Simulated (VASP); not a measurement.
# CuO (F-43m) in VASP: further runs

The runs below take CuO through single point, with PBE+D3(BJ), PBEsol, RPBE, BLYP.

Everything below comes from runs of VASP 6.6.1. Logs are shortened: lines on timing, memory, paths and dates and some standing lists are left out, and cuts for length are marked.

## 1. The cell of the first run

It takes space group F-43m (No. 216, cubic). Conventional cell: a = 4.486 Å, b = 4.486 Å, c = 4.486 Å, α = 90.00°, β = 90.00°, γ = 90.00°. Within 2.6 Å of Cu (site symmetry -43m) lie 4 O at 1.94 Å. Within 2.6 Å of O (site symmetry -43m) lie 4 Cu at 1.94 Å.

## 2. Single point, PBE+D3(BJ)

INCAR

```
PREC = Accurate ; ENCUT = 520
EDIFF = 1E-6 ; ISMEAR = -1
SIGMA = 0.05 ; LREAL = False
LASPH = True ; NELM = 100
ALGO = Normal ; ISIF = 2
LWAVE = False ; LCHARG = False
GGA = PE ; IVDW = 12
NBANDS = 16
```

KPOINTS

```
regular mesh
0
Gamma
  10 10 10
```

POSCAR

```
CuO
1.0
    0.0000000000      2.2431749401      2.2431749401
    2.2431749401      0.0000000000      2.2431749401
    2.2431749401      2.2431749401      0.0000000000
Cu O
1 1
Direct
    0.0000000000      0.0000000000      0.0000000000
    0.2500000000      0.2500000000      0.2500000000
```

Potentials or basis: VASP PAW PBE potentials, release 64 (Cu, O).

The run is started by

```sh
> cat potpaw_PBE.64/Cu/POTCAR potpaw_PBE.64/O/POTCAR > POTCAR
> mpirun -np 1 vasp_std > vasp.out
```

OUTCAR:

```text
PREC = Accurate
   ENCUT = 520
   EDIFF = 1E-6
   ISMEAR = -1
   LREAL = False
   LASPH = True
   NELM = 100
   ISIF = 2
   GGA = PE
   IVDW = 12
 IVDW          = 12

 ion  position               nearest neighbor table
   1  0.000  0.000  0.000-   2 1.94   2 1.94   2 1.94   2 1.94
   2  0.250  0.250  0.250-   1 1.94   1 1.94   1 1.94   1 1.94

  LATTYP: Found a face centered cubic cell.
 ALAT       =     4.4863498802

  Lattice vectors:

 A1 = (   0.0000000000,   2.2431749401,   2.2431749401)
 A2 = (   2.2431749401,   0.0000000000,   2.2431749401)
 A3 = (   2.2431749401,   2.2431749401,   0.0000000000)

Analysis of symmetry for initial positions (statically):
=====================================================================
 Subroutine PRICEL returns:
 Original cell was already a primitive cell.

 Routine SETGRP: Setting up the symmetry group for a
 face centered cubic supercell.

 Subroutine GETGRP returns: Found 24 space group operations
 (whereof 24 operations were pure point group operations)
 out of a pool of 48 trial point group operations.

The static configuration has the point symmetry T_d .

Analysis of symmetry for dynamics (positions and initial velocities):
=====================================================================
 Subroutine PRICEL returns:
 Original cell was already a primitive cell.

 Routine SETGRP: Setting up the symmetry group for a
 face centered cubic supercell.

 Subroutine GETGRP returns: Found 24 space group operations
 (whereof 24 operations were pure point group operations)
 out of a pool of 48 trial point group operations.

The dynamic configuration has the point symmetry T_d .

 Subroutine INISYM returns: Found 24 space group operations
 (whereof 24 operations are pure point group operations),
 and found     1 'primitive' translations

----------------------------------------------------------------------------------------

                                     Primitive cell

  volume of cell :      22.5746

  direct lattice vectors                    reciprocal lattice vectors
     0.000000000  2.243174940  2.243174940    -0.222898353  0.222898353  0.222898353
     2.243174940  0.000000000  2.243174940     0.222898353 -0.222898353  0.222898353
     2.243174940  2.243174940  0.000000000     0.222898353  0.222898353 -0.222898353

  length of vectors
     3.172328423  3.172328423  3.172328423     0.386071273  0.386071273  0.386071273
[... 79 lines left out ...]
   ENCUT  =  520.0 eV  38.22 Ry    6.18 a.u.   5.90  5.90  5.90*2*pi/ulx,y,z
   NELM   =    100;   NELMIN=  2; NELMDL= -5     # of ELM steps
   EDIFF  = 0.1E-05   stopping-criterion for ELM
   LREAL  =      F    real-space projection
   EDIFFG = 0.1E-04   stopping-criterion for IOM
   NSW    =      0    number of steps for IOM
   IBRION =     -1    ionic relax: 0-MD 1-quasi-New 2-CG
   NFREE  =      0    steps in history (QN), initial steepest desc. (CG)
   ISIF   =      2    stress and relaxation
   ISYM   =      2    0-nonsym 1-usesym 2-fastsym
   POTIM  = 0.5000    time-step for ionic-motion
   TEBEG  =    0.0;   TEEND  =   0.0 temperature during run
   PSTRESS=    0.0 pullay stress
   NELECT =      17.0000    total number of electrons
   NUPDOWN=      -1.0000    fix difference up-down
   EMIN   =  10.00;   EMAX   =-10.00  energy-range for DOS
   EFERMI =   0.00;   METHOD = LEGACY
   ISMEAR =    -1;   SIGMA  =   0.05  broadening in eV -4-tet -1-fermi 0-gaus
   EFERMI_NEDOS =   21; number of points for ismear=-14 and -15
   IALGO  =     38    algorithm
   IMIX   =      4    mixing-type and parameters
     AMIX     =   0.40;   BMIX     =  1.00
     AMIX_MAG =   1.60;   BMIX_MAG =  1.00
  volume/ion in A,a.u.               =      11.29        76.17
  Fermi-wavevector in a.u.,A,eV,Ry     =   1.489423  2.814601 30.182896  2.218380
  Thomas-Fermi vector in A             =   2.602333
   LORBIT       =      0    0 simple, 1 ext, 2 COOP (PROOUT), +10 PAW based schemes
   GGA     = PE    functional components
   LHFCALC =     F    Hartree Fock is set to
   AEXX    =    0.0000 exact exchange contribution
   IVDW    =    12    specifies the selected vdW correction
   LEPSILON=     F    determine dielectric tensor
   LRPA    =     F    only Hartree local field effects (RPA)
 non-spin polarized calculation
  energy-cutoff  :      520.00
  volume of cell :       22.57
 maximum number of plane-waves:       620
   NGX = 11   NGY = 11   NGZ = 11

 number of electron      17.0000010 magnetization

 Free energy of the ion-electron system (eV)
  ---------------------------------------------------
  ext. energy  EPLUGINS =         0.00000000
  ---------------------------------------------------
  free energy    TOTEN  =        -9.55598358 eV

  energy without entropy =       -9.53446487  energy(sigma->0) =       -9.54522422

 E-fermi :   4.2972     XC(G=0): -11.1734

 val. band max:        4.2788128024   @ k =   0.5000   0.0000   0.0000
 cond. band min:       4.3074364958   @ k =  -0.1000   0.1000   0.0000
 fundamental gap:      0.0286236934
 Fermi energy:         4.2971522781

 k-point     1 :       0.0000    0.0000    0.0000
  band No.  band energies     occupation
      1     -14.7793      2.00000
      2      -0.7509      2.00000
      3      -0.7509      2.00000
      4      -0.7509      2.00000
      5       2.1983      2.00000
      6       2.1983      2.00000
[... 433 lines left out ...]
      3      -0.2923      2.00000
      4      -0.2412      2.00000
      5       1.9005      2.00000
      6       2.3827      2.00000
[... 8 lines left out ...]
     15      28.0410      0.00000
     16      29.4390      0.00000

 [... further k-points ...]

------------------------ aborting loop because EDIFF is reached ----------------------------------------

 Edisp (eV)   -0.50883

 E8    (eV) :    -0.1957

  FORCE on cell =-STRESS in cart. coord.  units (eV):
  Direction    XX          YY          ZZ          XY          YZ          ZX
  --------------------------------------------------------------------------------------
  -------------------------------------------------------------------------------------
  Total       0.09138     0.09138     0.09138    -0.00000    -0.00000     0.00000
  in kB       6.48550     6.48550     6.48550    -0.00000    -0.00000     0.00000
  external pressure =        6.49 kB  Pullay stress =        0.00 kB

 VOLUME and BASIS-vectors are now :
 -----------------------------------------------------------------------------
  energy-cutoff  :      520.00
  volume of cell :       22.57
      direct lattice vectors                 reciprocal lattice vectors
     0.000000000  2.243174940  2.243174940    -0.222898353  0.222898353  0.222898353
     2.243174940  0.000000000  2.243174940     0.222898353 -0.222898353  0.222898353
     2.243174940  2.243174940  0.000000000     0.222898353  0.222898353 -0.222898353

 POSITION                                       TOTAL-FORCE (eV/Angst)
 -----------------------------------------------------------------------------------
      0.00000      0.00000      0.00000         0.000000      0.000000      0.000000
      1.12159      1.12159      1.12159        -0.000000     -0.000000     -0.000000
 -----------------------------------------------------------------------------------
    total drift:                                0.000001      0.000001      0.000002

  FREE ENERGIE OF THE ION-ELECTRON SYSTEM (eV)
  ---------------------------------------------------
  free  energy   TOTEN  =       -10.0648090199 eV

  energy  without entropy=      -10.0432903090  energy(sigma->0) =      -10.05404966
```

It took 40 s on 1 thread of AMD EPYC, shared host; peak memory 0.12 GiB.

What came out:

```yaml
Free_energy: -10.0648 eV
Pressure: 0.6 GPa
Dispersion_energy_per_atom: -0.254 eV
```

Caveat: an odd number of electrons without spin polarisation forces a metal; a magnetic or distorted state may lie lower; semilocal functionals often make such compounds metallic where correlation or magnetic order opens a gap, which also shifts bond lengths; pairwise dispersion overbinds metals, which lowers pressure and volume. With open d or f shells a metallic result of PBE can be an artefact of self-interaction; +U or a hybrid may open a gap.

## 3. Single point, PBEsol

This run uses another cell than the first one, of 11.85 Å³/atom, 1.050 times its volume.

INCAR

```
SYSTEM = CuO
PREC = Accurate ; ENCUT = 520
EDIFF = 1E-6 ; ISMEAR = -1
SIGMA = 0.05 ; LREAL = .FALSE.
LASPH = .TRUE. ; NELM = 80
ALGO = Normal ; ISIF = 2
LWAVE = .FALSE. ; LCHARG = .FALSE.
GGA = PS ; NBANDS = 16
```

KPOINTS

```
Automatic mesh
0
G
  10 10 10
  0 0 0
```

POSCAR

```
CuO
1.0
    0.0000000000      2.2797444458      2.2797444458
    2.2797444458      0.0000000000      2.2797444458
    2.2797444458      2.2797444458      0.0000000000
Cu O
1 1
Direct
    0.0000000000      0.0000000000      0.0000000000
    0.2500000000      0.2500000000      0.2500000000
```

Potentials or basis: VASP PAW PBE potentials, release 64 (Cu, O).

The run is started by

```sh
> cat potpaw_PBE.64/Cu/POTCAR potpaw_PBE.64/O/POTCAR > POTCAR
> mpirun -np 1 vasp_std > vasp.out
```

OUTCAR:

```text
SYSTEM = CuO
   PREC = Accurate
   ENCUT = 520
   EDIFF = 1E-6
   ISMEAR = -1
   LREAL = .FALSE.
   LASPH = .TRUE.
   NELM = 80
   ISIF = 2
   GGA = PS

 ion  position               nearest neighbor table
   1  0.000  0.000  0.000-   2 1.97   2 1.97   2 1.97   2 1.97
   2  0.250  0.250  0.250-   1 1.97   1 1.97   1 1.97   1 1.97

  LATTYP: Found a face centered cubic cell.
 ALAT       =     4.5594888916

  Lattice vectors:

 A1 = (   0.0000000000,   2.2797444458,   2.2797444458)
 A2 = (   2.2797444458,   0.0000000000,   2.2797444458)
 A3 = (   2.2797444458,   2.2797444458,   0.0000000000)

Analysis of symmetry for initial positions (statically):
=====================================================================
 Subroutine PRICEL returns:
 Original cell was already a primitive cell.

 Routine SETGRP: Setting up the symmetry group for a
 face centered cubic supercell.

 Subroutine GETGRP returns: Found 24 space group operations
 (whereof 24 operations were pure point group operations)
 out of a pool of 48 trial point group operations.

The static configuration has the point symmetry T_d .

Analysis of symmetry for dynamics (positions and initial velocities):
=====================================================================
 Subroutine PRICEL returns:
 Original cell was already a primitive cell.

 Routine SETGRP: Setting up the symmetry group for a
 face centered cubic supercell.

 Subroutine GETGRP returns: Found 24 space group operations
 (whereof 24 operations were pure point group operations)
 out of a pool of 48 trial point group operations.

The dynamic configuration has the point symmetry T_d .

 Subroutine INISYM returns: Found 24 space group operations
 (whereof 24 operations are pure point group operations),
 and found     1 'primitive' translations

[... 111 lines left out ...]
   IALGO  =     38    algorithm
   IMIX   =      4    mixing-type and parameters
     AMIX     =   0.40;   BMIX     =  1.00
     AMIX_MAG =   1.60;   BMIX_MAG =  1.00
  volume/ion in A,a.u.               =      11.85        79.96
  Fermi-wavevector in a.u.,A,eV,Ry     =   1.465531  2.769452 29.222331  2.147781
  Thomas-Fermi vector in A             =   2.581377
   LORBIT       =      0    0 simple, 1 ext, 2 COOP (PROOUT), +10 PAW based schemes
   GGA     = PS    functional components
   LHFCALC =     F    Hartree Fock is set to
   AEXX    =    0.0000 exact exchange contribution
   IVDW    =     0    specifies the selected vdW correction
   LEPSILON=     F    determine dielectric tensor
   LRPA    =     F    only Hartree local field effects (RPA)
 non-spin polarized calculation
  energy-cutoff  :      520.00
  volume of cell :       23.70
 maximum number of plane-waves:       648
   NGX = 11   NGY = 11   NGZ = 11

 number of electron      17.0000016 magnetization

 Free energy of the ion-electron system (eV)
  ---------------------------------------------------
  ext. energy  EPLUGINS =         0.00000000
  ---------------------------------------------------
  free energy    TOTEN  =       -10.37690157 eV

  energy without entropy =      -10.35468329  energy(sigma->0) =      -10.36579243

 E-fermi :   3.5717     XC(G=0): -11.1879

 val. band max:        3.5626246335   @ k =   0.5000   0.0000   0.0000
 cond. band min:       3.5774288103   @ k =   0.3000   0.2000   0.0000
 fundamental gap:      0.0148041768
 Fermi energy:         3.5716800091

 k-point     1 :       0.0000    0.0000    0.0000
  band No.  band energies     occupation
      1     -15.0630      2.00000
      2      -1.1844      2.00000
      3      -1.1844      2.00000
      4      -1.1844      2.00000
      5       1.6013      2.00000
      6       1.6013      2.00000
[... 433 lines left out ...]
      3      -0.7580      2.00000
      4      -0.7083      2.00000
      5       1.3178      2.00000
      6       1.7705      2.00000
[... 8 lines left out ...]
     15      26.4847      0.00000
     16      28.1064      0.00000

 [... further k-points ...]

------------------------ aborting loop because EDIFF is reached ----------------------------------------

  FORCE on cell =-STRESS in cart. coord.  units (eV):
  Direction    XX          YY          ZZ          XY          YZ          ZX
  --------------------------------------------------------------------------------------
  -------------------------------------------------------------------------------------
  Total       -1.3575832     -1.3575832     -1.3575832      0.0000000      0.0000000      0.0000000
  in kB      -91.7885572    -91.7885572    -91.7885572      0.0000000      0.0000000      0.0000000
  external PRESSURE =     -91.7885572 kB  Pullay stress =       0.0000000 kB

 VOLUME and BASIS-vectors are now :
 -----------------------------------------------------------------------------
  energy-cutoff  :      520.00
  volume of cell :       23.70
      direct lattice vectors                 reciprocal lattice vectors
     0.000000000  2.279744446  2.279744446    -0.219322828  0.219322828  0.219322828
     2.279744446  0.000000000  2.279744446     0.219322828 -0.219322828  0.219322828
     2.279744446  2.279744446  0.000000000     0.219322828  0.219322828 -0.219322828

 POSITION                                       TOTAL-FORCE (eV/Angst)
 -----------------------------------------------------------------------------------
      0.00000      0.00000      0.00000        -0.000000      0.000000      0.000000
      1.13987      1.13987      1.13987         0.000000     -0.000000     -0.000000
 -----------------------------------------------------------------------------------
    total drift:                                0.000001      0.000001      0.000002

  FREE ENERGIE OF THE ION-ELECTRON SYSTEM (eV)
  ---------------------------------------------------
  free  energy   TOTEN  =       -10.3769015719 eV

  energy  without entropy=      -10.3546832884  energy(sigma->0) =      -10.36579243
```

stdout:

```text
POSCAR found type information on POSCAR CuO
 POSCAR found :  2 types and       2 ions
 scaLAPACK will be used
 -----------------------------------------------------------------------------
|                                                                             |
|                                                                             |
|     You enforced a specific xc type in the INCAR file but a different       |
|     I HOPE YOU KNOW WHAT YOU ARE DOING!                                     |
|                                                                             |
 -----------------------------------------------------------------------------

 LDA part: xc-table for (Slater+PW92), standard interpolation
 POSCAR, INCAR and KPOINTS ok, starting setup
 FFT: planning ... GRIDC
 FFT: planning ... GRID_SOFT
 FFT: planning ... GRID
 WAVECAR not read
 entering main loop
```

Wall time 39 s (1 thread of AMD EPYC, shared host); peak memory 0.11 GiB.

Results:

- Free energy: -10.3769 eV
- Pressure: -9.2 GPa

Caveat: the PAW data sets were made with another functional, which shifts forces and pressure a little; an odd number of electrons without spin polarisation forces a metal; a magnetic or distorted state may lie lower; semilocal functionals often make such compounds metallic where correlation or magnetic order opens a gap, which also shifts bond lengths. With open d or f shells a metallic result of PBEsol can be an artefact of self-interaction; +U or a hybrid may open a gap.

## 4. Single point, RPBE

This run uses another cell than the first one, of 12.01 Å³/atom, 1.064 times its volume.

INCAR

```
SYSTEM = CuO
ALGO = Normal
EDIFF = 1E-6
ENCUT = 520
GGA = RP
ISIF = 2
ISMEAR = -1
LASPH = .TRUE.
LCHARG = .TRUE.
LELF = .TRUE.
LREAL = .FALSE.
LVHAR = .TRUE.
LWAVE = .FALSE.
NBANDS = 16
NELM = 100
PREC = Accurate
SIGMA = 0.05
```

KPOINTS

```
k-points
0
G
  10 10 10
  0 0 0
```

POSCAR

```
CuO
1.0
    0.0000000000      2.2903523771      2.2903523771
    2.2903523771      0.0000000000      2.2903523771
    2.2903523771      2.2903523771      0.0000000000
Cu O
1 1
Direct
    0.0000000000      0.0000000000      0.0000000000
    0.2500000000      0.2500000000      0.2500000000
```

The run is started by

```sh
> cat potpaw_PBE.64/Cu/POTCAR potpaw_PBE.64/O/POTCAR > POTCAR
> mpirun -np 1 vasp_std > vasp.out
```

It took 37 s on 1 thread of AMD EPYC, shared host; peak memory 0.11 GiB.

The run converged. Its results:

```
Free energy : -8.7355 eV
Pressure    : 0.4 GPa
```

Levels at points of the mesh, in eV from the Fermi level:
```csv
k point,band 5,band 6,band 7,band 8,band 9,band 10,band 11,band 12,band 13,band 14
"(0.00, 0.00, 0.00)",-1.94,-1.94,0.76,0.76,0.76,1.02,14.24,14.24,14.24,20.87
"(0.50, 0.00, 0.00)",-1.83,-1.83,-1.74,-0.01,-0.01,6.12,7.88,13.86,13.86,17.82
"(0.50, 0.50, 0.00)",-2.15,-1.73,-1.34,-1.08,-1.08,5.89,9.73,11.65,14.63,14.63
```

Caveat: the PAW data sets were made with another functional, which shifts forces and pressure a little; an odd number of electrons without spin polarisation forces a metal; a magnetic or distorted state may lie lower; semilocal functionals often make such compounds metallic where correlation or magnetic order opens a gap, which also shifts bond lengths.

(Continued in part 2 of 2.)
